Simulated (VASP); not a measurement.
# Nb (Pm-3m) in VASP: a series of runs

Aim: see how the results for Nb move with the level of theory and the settings. Levels: PBE0, B3LYP, HSE06, PBE-based screened hybrid with 25 % exact exchange. Tasks: relaxation of cell and atoms.

Everything below comes from runs of VASP 6.6.1. Logs are shortened: lines on timing, memory, paths and dates and some standing lists are left out, and cuts for length are marked.

## 1. The cell of the first run

It takes space group Pm-3m (No. 221, cubic). Conventional cell: a = 2.720 Å, b = 2.720 Å, c = 2.720 Å, α = 90.00°, β = 90.00°, γ = 90.00°. Nb (site symmetry m-3m) has 6 Nb at 2.72 Å within 3.6 Å.

This isn't the form of Nb at room conditions, which is bcc.

## 2. Relaxation of cell and atoms, PBE0

Input file POSCAR:

```
Nb
1.0
    2.7196400000      0.0000000000      0.0000000000
    0.0000000000      2.7196400000      0.0000000000
    0.0000000000      0.0000000000      2.7196400000
Nb
1
Direct
    0.5000000000      0.5000000000      0.5000000000
```

Input file INCAR.step1:

```
  PREC = Accurate
  ENCUT = 600
  EDIFF = 1E-5
  ISMEAR = -1
  SIGMA = 0.05
  LREAL = F
  LASPH = T
  NELM = 80
  ALGO = Normal
  LWAVE = T
  LCHARG = F
  GGA = PE
  NBANDS = 12
```

Input file INCAR.step2:

```
  PREC = Accurate
  ENCUT = 600
  EDIFF = 1E-6
  ISMEAR = -1
  SIGMA = 0.05
  LREAL = F
  LASPH = T
  NELM = 80
  ALGO = Normal
  ISIF = 3
  LWAVE = F
  LCHARG = F
  GGA = PE
  LHFCALC = T
  AEXX = 0.25
  PRECFOCK = Normal
  IBRION = 2
  NSW = 60
  EDIFFG = -0.01
  ISTART = 1
```

Input file KPOINTS:

```
regular mesh
0
Gamma
  5 5 5
```

Potentials or basis: VASP PAW PBE potentials, release 64 (Nb_sv).

Run with:

```console
$ cat potpaw_PBE.64/Nb_sv/POTCAR > POTCAR
$ cp INCAR.step1 INCAR
$ mpirun -np 1 vasp_std > vasp.out
$ cp INCAR.step2 INCAR
$ mpirun -np 1 vasp_std > vasp.out
```

OUTCAR:

```text
PREC = Accurate
   ENCUT = 600
   EDIFF = 1E-6
   ISMEAR = -1
   LREAL = F
   LASPH = T
   NELM = 80
   ISIF = 3
   GGA = PE
   LHFCALC = T
   AEXX = 0.25
   PRECFOCK = Normal
   IBRION = 2
   NSW = 60
   EDIFFG = -0.01
   ISTART = 1

 ion  position               nearest neighbor table
   1  0.500  0.500  0.500-

  LATTYP: Found a simple cubic cell.
 ALAT       =     2.7196400000

  Lattice vectors:

 A1 = (   2.7196400000,   0.0000000000,   0.0000000000)
 A2 = (   0.0000000000,   2.7196400000,   0.0000000000)
 A3 = (   0.0000000000,   0.0000000000,   2.7196400000)

Analysis of symmetry for initial positions (statically):
=====================================================================
 Subroutine PRICEL returns:
 Original cell was already a primitive cell.

 Routine SETGRP: Setting up the symmetry group for a
 simple cubic supercell.

 Subroutine GETGRP returns: Found 48 space group operations
 (whereof 48 operations were pure point group operations)
 out of a pool of 48 trial point group operations.

The static configuration has the point symmetry O_h .

Analysis of symmetry for dynamics (positions and initial velocities):
=====================================================================
 Subroutine PRICEL returns:
 Original cell was already a primitive cell.

 Routine SETGRP: Setting up the symmetry group for a
 simple cubic supercell.

 Subroutine GETGRP returns: Found 48 space group operations
 (whereof 48 operations were pure point group operations)
 out of a pool of 48 trial point group operations.

The dynamic configuration has the point symmetry O_h .

 Subroutine INISYM returns: Found 48 space group operations
 (whereof 48 operations are pure point group operations),
 and found     1 'primitive' translations

----------------------------------------------------------------------------------------

                                     Primitive cell

  volume of cell :      20.1157

  direct lattice vectors                    reciprocal lattice vectors
     2.719640000  0.000000000  0.000000000     0.367695724  0.000000000  0.000000000
     0.000000000  2.719640000  0.000000000     0.000000000  0.367695724  0.000000000
     0.000000000  0.000000000  2.719640000     0.000000000  0.000000000  0.367695724

  length of vectors
[... 64 lines left out ...]
   NELM   =     80;   NELMIN=  2; NELMDL=  0     # of ELM steps
   EDIFF  = 0.1E-05   stopping-criterion for ELM
   LREAL  =      F    real-space projection
   EDIFFG = -.1E-01   stopping-criterion for IOM
   NSW    =     60    number of steps for IOM
   IBRION =      2    ionic relax: 0-MD 1-quasi-New 2-CG
   NFREE  =      1    steps in history (QN), initial steepest desc. (CG)
   ISIF   =      3    stress and relaxation
   ISYM   =      3    0-nonsym 1-usesym 2-fastsym
   POTIM  = 0.5000    time-step for ionic-motion
   TEBEG  =    0.0;   TEEND  =   0.0 temperature during run
   PSTRESS=    0.0 pullay stress
   NELECT =      13.0000    total number of electrons
   NUPDOWN=      -1.0000    fix difference up-down
   EMIN   =  10.00;   EMAX   =-10.00  energy-range for DOS
   EFERMI =   0.00;   METHOD = LEGACY
   ISMEAR =    -1;   SIGMA  =   0.05  broadening in eV -4-tet -1-fermi 0-gaus
   EFERMI_NEDOS =   21; number of points for ismear=-14 and -15
   IALGO  =     38    algorithm
   IMIX   =      1    mixing-type and parameters
     AMIX     =   0.40;   BMIX     =  1.00
     AMIX_MAG =   1.60;   BMIX_MAG =  1.00
  volume/ion in A,a.u.               =      20.12       135.75
  Fermi-wavevector in a.u.,A,eV,Ry     =   1.415396  2.674710 27.257162  2.003345
  Thomas-Fermi vector in A             =   2.536839
   LORBIT       =      0    0 simple, 1 ext, 2 COOP (PROOUT), +10 PAW based schemes
   GGA     = PE    functional components
   LHFCALC =     T    Hartree Fock is set to
   PRECFOCK=normal    Normal, Fast or Accurate (Low or Medium for compatibility)
   ENCUT4O =  -1.0   cutoff for four orbital integrals eV
   NKREDX  =     1    reduce k-point grid by
   NKREDY  =     1    reduce k-point grid by
   NKREDZ  =     1    reduce k-point grid by
   AEXX    =    0.2500 exact exchange contribution
   HFSCREEN=    0.0000 screening length (either q_TF or 0.3 A-1)
   HFSCREENC=   0.0000 screening length for correlation (either q_TF or 0.3 A-1)
   ENCUTFOCK=  -1.0 apply spherical cutoff to Coloumb kernel
   IVDW    =     0    specifies the selected vdW correction
   LEPSILON=     F    determine dielectric tensor
   LRPA    =     F    only Hartree local field effects (RPA)
 conjugate gradient relaxation of ions
 non-spin polarized calculation
  energy-cutoff  :      600.00
  volume of cell :       20.12
 maximum number of plane-waves:       691
 NGX is ok and might be reduce to    24
  NGX = 18; NGY = 18; NGZ = 18

--------------------------------------- Ionic step        1  -------------------------------------------

 number of electron      12.9999999 magnetization

 Free energy of the ion-electron system (eV)
  ---------------------------------------------------
  ext. energy  EPLUGINS =         0.00000000
  ---------------------------------------------------
  free energy    TOTEN  =       -11.54908771 eV

  energy without entropy =      -11.54107504  energy(sigma->0) =      -11.54508137

------------------------ aborting loop because EDIFF is reached ----------------------------------------

  FORCE on cell =-STRESS in cart. coord.  units (eV):
  Direction    XX          YY          ZZ          XY          YZ          ZX
  --------------------------------------------------------------------------------------
  -------------------------------------------------------------------------------------
  Total        0.1767539      0.1767539      0.1767539     -0.0000000      0.0000000     -0.0000000
  in kB       14.0781437     14.0781437     14.0781437     -0.0000000      0.0000000     -0.0000000
  external PRESSURE =      14.0781437 kB  Pullay stress =       0.0000000 kB
[... 57 lines left out ...]
--------------------------------------- Ionic step        3  -------------------------------------------

 number of electron      12.9999998 magnetization

 Free energy of the ion-electron system (eV)
  ---------------------------------------------------
  ext. energy  EPLUGINS =         0.00000000
  ---------------------------------------------------
  free energy    TOTEN  =       -11.55001553 eV

  energy without entropy =      -11.54198785  energy(sigma->0) =      -11.54600169

 E-fermi :   9.6107     XC(G=0):  -9.2516

 val. band max:        9.1860074343   @ k =   0.4000   0.4000   0.2000
 cond. band min:       9.6990233560   @ k =   0.4000   0.2000   0.2000
 fundamental gap:      0.5130159216
 Fermi energy:         9.6107147375

 k-point     1 :       0.0000    0.0000    0.0000
  band No.  band energies     occupation
      1     -49.2339      2.00000
      2     -23.0457      2.00000
      3     -23.0457      2.00000
      4     -23.0457      2.00000
      5       2.6635      2.00000
      6       5.7499      2.00000
      7       5.7499      2.00000
      8      16.2194      0.00000
      9      16.2194      0.00000
     10      16.2194      0.00000
[... 143 lines left out ...]
  FREE ENERGIE OF THE ION-ELECTRON SYSTEM (eV)
  ---------------------------------------------------
  free  energy   TOTEN  =       -11.5500155305 eV

  energy  without entropy=      -11.5419878524  energy(sigma->0) =      -11.54600169

 reached required accuracy - stopping structural energy minimisation
```

OUTCAR.step1:

```text
PREC = Accurate
   ENCUT = 600
   EDIFF = 1E-5
   ISMEAR = -1
   LREAL = F
[... 348 lines left out ...]

 POSITION                                       TOTAL-FORCE (eV/Angst)
 -----------------------------------------------------------------------------------
      1.35982      1.35982      1.35982         0.000000      0.000000      0.000000
 -----------------------------------------------------------------------------------
    total drift:                                0.000000     -0.000000     -0.000000

  FREE ENERGIE OF THE ION-ELECTRON SYSTEM (eV)
  ---------------------------------------------------
  free  energy   TOTEN  =        -8.9083472185 eV

  energy  without entropy=       -8.8743476313  energy(sigma->0) =       -8.89134742
```

It took 9.6 min on 1 thread of AMD EPYC 9R45 (Zen 5), shared host; peak memory 0.12 GiB.

Results:

```
Free energy                           : -11.5500 eV
Relaxed volume                        : 20.33 Å³/atom
Relaxed cell                          : a = 2.729 Å, b = 2.729 Å, c = 2.729 Å, α = 90.00°, β = 90.00°, γ = 90.00°
Space group after relaxing (to 0.1 Å) : Pm-3m (No. 221)
Energy gained by relaxing             : 0.9 meV/atom
Ionic steps                           : 3
Pressure after relaxing               : 0.0 GPa
Band gap on the k mesh                : zero (an odd number of electrons rules out a gap without spin polarisation)
```

Step by step:
| step | energy change (eV) | largest force (eV/Å) | pressure (GPa) | volume (Å³) |
| --- | --- | --- | --- | --- |
| 1 | 0.0000 | 0.0000 | 1.41 | 20.12 |
| 2 | 0.0009 | 0.0000 | -1.80 | 20.63 |
| 3 | -0.0009 | 0.0000 | -0.02 | 20.33 |

Final structure:
```
Nb
1.0
     2.72913    0.00000    0.00000
     0.00000    2.72913    0.00000
     0.00000    0.00000    2.72913
Nb
1
Direct
  0.50000 0.50000 0.50000
```

Levels at points of the mesh, in eV from the Fermi level:
```csv
k point,band 3,band 4,band 5,band 6,band 7,band 8,band 9,band 10
"(0.00, 0.00, 0.00)",-32.66,-32.66,-6.95,-3.86,-3.86,6.61,6.61,6.61
```

Caveat: the k points lie up to 0.46 Å⁻¹ apart in the final cell, too coarse for converged energies and pressures of a metal; the PAW data sets were made with another functional, which shifts forces and pressure a little.

## 3. Relaxation of cell and atoms, B3LYP

POSCAR is that of step 2.

Input file INCAR.step1:

```
SYSTEM = Nb
ALGO = Normal ; EDIFF = 1E-5
ENCUT = 600 ; GGA = PE
ISMEAR = -1 ; LASPH = .TRUE.
LCHARG = .FALSE. ; LREAL = .FALSE.
LWAVE = .TRUE. ; NBANDS = 12
NELM = 100 ; PREC = Accurate
SIGMA = 0.05
```

Input file INCAR.step2:

```
SYSTEM = Nb
AEXX = 0.2 ; AGGAC = 0.81
AGGAX = 0.72 ; ALDAC = 0.19
ALGO = Normal ; EDIFF = 1E-6
EDIFFG = -0.01 ; ENCUT = 600
GGA = B3 ; IBRION = 2
ISIF = 3 ; ISMEAR = -1
ISTART = 1 ; LASPH = .TRUE.
LCHARG = .FALSE. ; LHFCALC = .TRUE.
LREAL = .FALSE. ; LWAVE = .FALSE.
NELM = 100 ; NSW = 60
PREC = Accurate ; PRECFOCK = Normal
SIGMA = 0.05
```

Input file KPOINTS:

```
k-points
0
G
  5 5 5
  0 0 0
```

Potentials or basis: VASP PAW PBE potentials, release 64 (Nb_sv).

Run with:

```console
$ cat potpaw_PBE.64/Nb_sv/POTCAR > POTCAR
$ cp INCAR.step1 INCAR
$ mpirun -np 1 vasp_std > vasp.out
$ cp INCAR.step2 INCAR
$ mpirun -np 1 vasp_std > vasp.out
```

Wall time 13 min (1 thread of Intel Xeon Platinum 8488C (Sapphire Rapids), shared host); peak memory 0.15 GiB.

The run converged. Its results:

```
Free energy                           : -9.9974 eV
Relaxed volume                        : 21.21 Å³/atom
Relaxed cell                          : a = 2.768 Å, b = 2.768 Å, c = 2.768 Å, α = 90.00°, β = 90.00°, γ = 90.00°
Space group after relaxing (to 0.1 Å) : Pm-3m (No. 221)
Energy gained by relaxing             : 22.7 meV/atom
Ionic steps                           : 4
Pressure after relaxing               : 0.0 GPa
Band gap on the k mesh                : zero (an odd number of electrons rules out a gap without spin polarisation)
```

Step by step:
| step | energy change (eV) | largest force (eV/Å) | pressure (GPa) | volume (Å³) |
| --- | --- | --- | --- | --- |
| 1 | 0.0000 | 0.0000 | 6.95 | 20.12 |
| 2 | 0.0142 | 0.0000 | -7.12 | 22.77 |
| 3 | -0.0227 | 0.0000 | -0.13 | 21.23 |
| 4 | -0.0227 | 0.0000 | 0.00 | 21.21 |

Final structure:
```
Nb
1.0
     2.76788    0.00000    0.00000
     0.00000    2.76788    0.00000
     0.00000    0.00000    2.76788
Nb
1
Direct
  0.50000 0.50000 0.50000
```

Levels at points of the mesh, in eV from the Fermi level:
| k point | band 4 | band 5 | band 6 | band 7 | band 8 | band 9 | band 10 |
| --- | --- | --- | --- | --- | --- | --- | --- |
| (0.00, 0.00, 0.00) | -32.16 | -6.33 | -3.47 | -3.47 | 6.01 | 6.01 | 6.01 |

Caveat: the k points lie up to 0.45 Å⁻¹ apart in the final cell, too coarse for converged energies and pressures of a metal; the PAW data sets were made with another functional, which shifts forces and pressure a little.

(Part 1 of 2 ends here.)
